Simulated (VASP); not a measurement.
# Au (P6/mmm) in VASP: single point with PBE

Aim: the single point of Au with PBE.

All numbers are computed with VASP 6.6.1; they aren't measurements. Logs are shortened: lines on timing, memory, paths and dates and some standing lists are left out, and cuts for length are marked.

## (1) The cell of the first run

Symmetry: P6/mmm, No. 191, hexagonal system. The conventional cell has a = 2.823 Å, b = 2.823 Å, c = 2.802 Å, α = 90.00°, β = 90.00°, γ = 120.00°. Au (site symmetry 6/mmm) has 8 Au at 2.80 to 2.82 Å within 3.7 Å.

This isn't the form of Au at room conditions, which is fcc.

## (2) Single point, PBE (19.35 Å³/atom)

The input, POSCAR:

```
Au
1.0
    2.8232819446      0.0000000000      0.0000000000
   -1.4116409723      2.4450338860      0.0000000000
    0.0000000000      0.0000000000      2.8024459288
Au
1
Direct
    0.0000000000      0.0000000000      0.0000000000
```

The input, INCAR.step1:

```
SYSTEM = Au
ALGO = Normal ; EDIFF = 1E-6
ENCUT = 520 ; GGA = PE
ISIF = 2 ; ISMEAR = -1
LASPH = .True. ; LCHARG = .True.
LMAXMIX = 4 ; LREAL = .False.
LWAVE = .False. ; NBANDS = 12
NELM = 60 ; PREC = Accurate
SIGMA = 0.08
```

The input, KPOINTS.step1:

```
k-points
0
Gamma
  15 15 14
  0 0 0
```

The input, INCAR.step2:

```
SYSTEM = Au
ALGO = Normal ; EDIFF = 1E-6
ENCUT = 520 ; GGA = PE
ICHARG = 11 ; ISIF = 2
ISMEAR = -5 ; LASPH = .True.
LCHARG = .False. ; LMAXMIX = 4
LORBIT = 11 ; LREAL = .False.
LWAVE = .False. ; NBANDS = 12
NEDOS = 1001 ; NELM = 60
PREC = Accurate ; SIGMA = 0.08
```

The input, KPOINTS.step2:

```
k-points
0
Gamma
  23 23 21
  0 0 0
```

Potentials or basis: VASP PAW PBE potentials, release 64 (Au).

Started as:

```console
> cat potpaw_PBE.64/Au/POTCAR > POTCAR
> cp INCAR.step1 INCAR
> cp KPOINTS.step1 KPOINTS
> mpirun -np 1 vasp_std > vasp.out
> cp INCAR.step2 INCAR
> cp KPOINTS.step2 KPOINTS
> mpirun -np 1 vasp_std > vasp.out
```

OUTCAR:

```text
SYSTEM = Au
   EDIFF = 1E-6
   ENCUT = 520
   GGA = PE
   ICHARG = 11
   ISIF = 2
   ISMEAR = -5
   LASPH = .True.
   LORBIT = 11
   LREAL = .False.
   NELM = 60
   PREC = Accurate

 ion  position               nearest neighbor table
   1  0.000  0.000  0.000-

  LATTYP: Found a hexagonal cell.
 ALAT       =     2.8232819446
 C/A-ratio  =     0.9926199309

  Lattice vectors:

 A1 = (   2.8232819446,   0.0000000000,   0.0000000000)
 A2 = (  -1.4116409723,   2.4450338860,   0.0000000000)
 A3 = (   0.0000000000,   0.0000000000,   2.8024459288)

Analysis of symmetry for initial positions (statically):
=====================================================================
 Subroutine PRICEL returns:
 Original cell was already a primitive cell.

 Routine SETGRP: Setting up the symmetry group for a
 hexagonal supercell.

 Subroutine GETGRP returns: Found 24 space group operations
 (whereof 24 operations were pure point group operations)
 out of a pool of 24 trial point group operations.

The static configuration has the point symmetry D_6h.

Analysis of symmetry for dynamics (positions and initial velocities):
=====================================================================
 Subroutine PRICEL returns:
 Original cell was already a primitive cell.

 Routine SETGRP: Setting up the symmetry group for a
 hexagonal supercell.

 Subroutine GETGRP returns: Found 24 space group operations
 (whereof 24 operations were pure point group operations)
 out of a pool of 24 trial point group operations.

The dynamic configuration has the point symmetry D_6h.

 Subroutine INISYM returns: Found 24 space group operations
 (whereof 24 operations are pure point group operations),
 and found     1 'primitive' translations

----------------------------------------------------------------------------------------

                                     Primitive cell

  volume of cell :      19.3453

  direct lattice vectors                    reciprocal lattice vectors
     2.823281945  0.000000000  0.000000000     0.354197710  0.204496143  0.000000000
    -1.411640972  2.445033886  0.000000000     0.000000000  0.408992287  0.000000000
     0.000000000  0.000000000  2.802445929     0.000000000  0.000000000  0.356831149

  length of vectors
     2.823281945  2.823281945  2.802445929     0.408992287  0.408992287  0.356831149

  position of ions in fractional coordinates (direct lattice)
     0.000000000  0.000000000  0.000000000

  ion indices of the primitive-cell ions
   primitive index   ion index
                 1           1

----------------------------------------------------------------------------------------

 KPOINTS: k-points

Automatic generation of k-mesh.
 Grid dimensions read from file:
 generate k-points for:   23   23   21

 Generating k-lattice:

  Cartesian coordinates                     Fractional coordinates (reciprocal lattice)
     0.015399900  0.008891137  0.000000000     0.043478261  0.000000000  0.000000000
     0.000000000  0.017782273  0.000000000     0.000000000  0.043478261  0.000000000
     0.000000000  0.000000000  0.016991959     0.000000000  0.000000000  0.047619048

  Length of vectors
     0.017782273  0.017782273  0.016991959

  Shift w.r.t. Gamma in fractional coordinates (k-lattice)
     0.000000000  0.000000000  0.000000000

 TETIRR: Found  11086 inequivalent tetrahedra from    66654

 Subroutine IBZKPT returns following result:
 ===========================================

 Found    616 irreducible k-points:

 Following reciprocal coordinates:
            Coordinates               Weight
  0.000000  0.000000  0.000000      1.000000
  0.043478  0.000000  0.000000      6.000000
  0.086957  0.000000  0.000000      6.000000
  0.130435  0.000000  0.000000      6.000000
  0.173913  0.000000  0.000000      6.000000
  0.217391 -0.000000  0.000000      6.000000
[... 16 lines left out ...]
  0.478261  0.043478  0.000000      6.000000
  0.086957  0.086957  0.000000      6.000000
 [... further k-points ...]
   k-points           NKPTS =    616   k-points in BZ     NKDIM =    616   number of bands    NBANDS=     12
   number of dos      NEDOS =   1001   number of ions     NIONS =      1
   total plane-waves  NPLWV =  13824
   dimension x,y,z NGX =    24 NGY =   24 NGZ =   24
   dimension x,y,z NGXF=    48 NGYF=   48 NGZF=   48
   ions per type =               1
   NGX,Y,Z   is equivalent  to a cutoff of  14.13, 14.13, 14.24 a.u.
   NGXF,Y,Z  is equivalent  to a cutoff of  28.26, 28.26, 28.47 a.u.
 SYSTEM =  Au
   PREC   = accura    normal or accurate (medium, high low for compatibility)
   ISTART =      0    job   : 0-new  1-cont  2-samecut
   ICHARG =     11    charge: 1-file 2-atom 10-const
   ISPIN  =      1    spin polarized calculation?
   LNONCOLLINEAR =      F non collinear calculations
   LSORBIT =      F    spin-orbit coupling
   LASPH  =      T    aspherical Exc in radial PAW
   ENCUT  =  520.0 eV  38.22 Ry    6.18 a.u.   5.25  5.25  5.21*2*pi/ulx,y,z
   NELM   =     60;   NELMIN=  2; NELMDL=  0     # of ELM steps
   EDIFF  = 0.1E-05   stopping-criterion for ELM
   LREAL  =      F    real-space projection
   EDIFFG = 0.1E-04   stopping-criterion for IOM
   NSW    =      0    number of steps for IOM
   IBRION =     -1    ionic relax: 0-MD 1-quasi-New 2-CG
   NFREE  =      0    steps in history (QN), initial steepest desc. (CG)
   ISIF   =      2    stress and relaxation
   ISYM   =      2    0-nonsym 1-usesym 2-fastsym
   POTIM  = 0.5000    time-step for ionic-motion
   TEBEG  =    0.0;   TEEND  =   0.0 temperature during run
   PSTRESS=    0.0 pullay stress
   NELECT =      11.0000    total number of electrons
   NUPDOWN=      -1.0000    fix difference up-down
   EMIN   =  10.00;   EMAX   =-10.00  energy-range for DOS
   EFERMI =   0.00;   METHOD = LEGACY
   ISMEAR =    -5;   SIGMA  =   0.08  broadening in eV -4-tet -1-fermi 0-gaus
   EFERMI_NEDOS =   21; number of points for ismear=-14 and -15
   IALGO  =     38    algorithm
   IMIX   =      4    mixing-type and parameters
     AMIX     =   0.40;   BMIX     =  1.00
     AMIX_MAG =   1.60;   BMIX_MAG =  1.00
  volume/ion in A,a.u.               =      19.35       130.55
  Fermi-wavevector in a.u.,A,eV,Ry     =   1.356272  2.562983 25.027576  1.839475
  Thomas-Fermi vector in A             =   2.483290
   LORBIT       =     11    0 simple, 1 ext, 2 COOP (PROOUT), +10 PAW based schemes
   GGA     = PE    functional components
   LHFCALC =     F    Hartree Fock is set to
   AEXX    =    0.0000 exact exchange contribution
   IVDW    =     0    specifies the selected vdW correction
   LEPSILON=     F    determine dielectric tensor
   LRPA    =     F    only Hartree local field effects (RPA)
 non-spin polarized calculation
 Fermi weights with tetrahedron method with Bloechl corrections
  energy-cutoff  :      520.00
  volume of cell :       19.35
 maximum number of plane-waves:       535
 NGX is ok and might be reduce to    24

 number of electron      10.9999998 magnetization

 Free energy of the ion-electron system (eV)
  ---------------------------------------------------
  ext. energy  EPLUGINS =         0.00000000
  ---------------------------------------------------
  free energy    TOTEN  =        -3.14685315 eV

  energy without entropy =       -3.14685315  energy(sigma->0) =       -3.14685315

 E-fermi :   7.4168     XC(G=0): -11.8903

 val. band max:        7.3938269659   @ k =   0.2174   0.0435   0.4286
 cond. band min:       7.3853265858   @ k =   0.4348   0.0000   0.1905
 fundamental gap:     -0.0085003801
 Fermi energy:         7.4168052085

 k-point     1 :       0.0000    0.0000    0.0000
  band No.  band energies     occupation
      1      -1.1555      2.00000
      2       1.4785      2.00000
      3       3.2587      2.00000
      4       3.2587      2.00000
      5       5.6767      2.00000
      6       5.6767      2.00000
      7      19.7240      0.00000
      8      22.7469      0.00000
      9      26.3892      0.00000
     10      26.3892      0.00000
     11      26.4601      0.00000
     12      32.2866      0.00000

 k-point     2 :       0.0435    0.0000    0.0000
  band No.  band energies     occupation
      1      -1.0916      2.00000
      2       1.4964      2.00000
      3       3.2292      2.00000
      4       3.3005      2.00000
      5       5.6384      2.00000
      6       5.6698      2.00000
      7      19.8291      0.00000
      8      22.7982      0.00000
      9      25.5096      0.00000
     10      26.1804      0.00000
     11      26.9592      0.00000
     12      32.5071      0.00000

 k-point     3 :       0.0870    0.0000    0.0000
  band No.  band energies     occupation
      1      -0.9030      2.00000
      2       1.5492      2.00000
      3       3.1479      2.00000
      4       3.4244      2.00000
      5       5.5285      2.00000
      6       5.6495      2.00000
      7      20.1380      0.00000
      8      22.8412      0.00000
      9      24.4233      0.00000
     10      25.6330      0.00000
     11      27.1524      0.00000
     12      33.0399      0.00000
[... 286 lines left out ...]
 k-point    23 :       0.4783    0.0435    0.0000
  band No.  band energies     occupation
      1       1.0118      2.00000
      2       2.1750      2.00000
      3       4.0128      2.00000
      4       5.2937      2.00000
      5       5.8328      2.00000
      6       7.5148      0.77189
      7      10.3901      0.00000
      8      19.1799      0.00000
      9      24.0687      0.00000
     10      26.4084      0.00000
     11      26.6462      0.00000
     12      32.7756      0.00000

 k-point    24 :       0.0870    0.0870    0.0000
  band No.  band energies     occupation
      1      -0.4230      2.00000
      2       1.6840      2.00000
      3       2.9472      2.00000
      4       3.7738      2.00000
      5       5.2757      2.00000
      6       5.5915      2.00000
      7      20.9207      0.00000
      8      22.2617      0.00000
      9      22.4828      0.00000
     10      25.5985      0.00000
     11      26.8851      0.00000
     12      33.3910      0.00000

 [... further k-points ...]

------------------------ aborting loop because EDIFF is reached ----------------------------------------

  FORCE on cell =-STRESS in cart. coord.  units (eV):
  Direction    XX          YY          ZZ          XY          YZ          ZX
  --------------------------------------------------------------------------------------
  -------------------------------------------------------------------------------------
  Total       -0.0063552     -0.0063552      0.0010092      0.0000000      0.0000000      0.0000000
  in kB       -0.5263380     -0.5263380      0.0835834      0.0000000      0.0000000      0.0000000
  external PRESSURE =      -0.3230309 kB  Pullay stress =       0.0000000 kB

 VOLUME and BASIS-vectors are now :
 -----------------------------------------------------------------------------
  energy-cutoff  :      520.00
  volume of cell :       19.35
      direct lattice vectors                 reciprocal lattice vectors
     2.823281945  0.000000000  0.000000000     0.354197710  0.204496143  0.000000000
    -1.411640972  2.445033886  0.000000000     0.000000000  0.408992287  0.000000000
     0.000000000  0.000000000  2.802445929     0.000000000  0.000000000  0.356831149

 POSITION                                       TOTAL-FORCE (eV/Angst)
 -----------------------------------------------------------------------------------
      0.00000      0.00000      0.00000        -0.000000      0.000000      0.000000
 -----------------------------------------------------------------------------------
    total drift:                                0.000000     -0.000000     -0.000000

  FREE ENERGIE OF THE ION-ELECTRON SYSTEM (eV)
  ---------------------------------------------------
  free  energy   TOTEN  =        -3.1468531479 eV

  energy  without entropy=       -3.1468531479  energy(sigma->0) =       -3.14685315

 total charge

# of ion       s       p       d       tot
------------------------------------------
    1        0.571   0.304   8.745   9.620
```

It took 3.1 min on 1 thread of AMD EPYC 7R13, shared host; peak memory 0.23 GiB.

What came out:

| Item | Value |
| --- | --- |
| Valence electrons inside the program's atomic spheres | Au 9.62 |

Levels at points of the mesh, in eV from the Fermi level:
| k point | band 3 | band 4 | band 5 | band 6 | band 7 | band 8 | band 9 | band 10 |
| --- | --- | --- | --- | --- | --- | --- | --- | --- |
| (0.00, 0.00, 0.00) | -4.16 | -4.16 | -1.74 | -1.74 | 12.31 | 15.33 | 18.97 | 18.97 |

Caveat: spin-orbit coupling is left out, which moves the levels of the heavy elements.
